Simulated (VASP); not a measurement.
Crystal: Ta3N.

```
Ta N
1.0
     2.99124    0.00000    0.00000
    -1.49562    2.59049    0.00000
     0.00000    0.00000    7.42245
Ta N
3 1
Direct
  0.66667 0.33333 0.82607
  0.33333 0.66667 0.17393
  0.00000 0.00000 0.50000
  0.00000 0.00000 0.00000
```

Program: VASP 6.6.1. Alike in all runs: task single point; no spin polarisation; cell as given; k mesh 10 × 10 × 4; cutoff (eV) 520; smearing fermi-dirac 0.05 eV.

Task: Order these runs on this cell by their pressure, lowest first.
A. level LDA; potentials or basis VASP PAW LDA potentials, release 64 (Ta_pv, N)
B. level PBE; potentials or basis VASP PAW PBE potentials, release 64 (Ta_pv, N)
C. level r2SCAN; potentials or basis VASP PAW PBE potentials, release 64 (Ta_pv, N)
D. level PBEsol; potentials or basis VASP PAW PBE potentials, release 64 (Ta_pv, N)

Result: A (-2.2 GPa), D (2.7 GPa), C (8.0 GPa), B (10.5 GPa).

Caveats: the PAW data sets were made with another functional, which shifts forces and pressure a little (some runs).
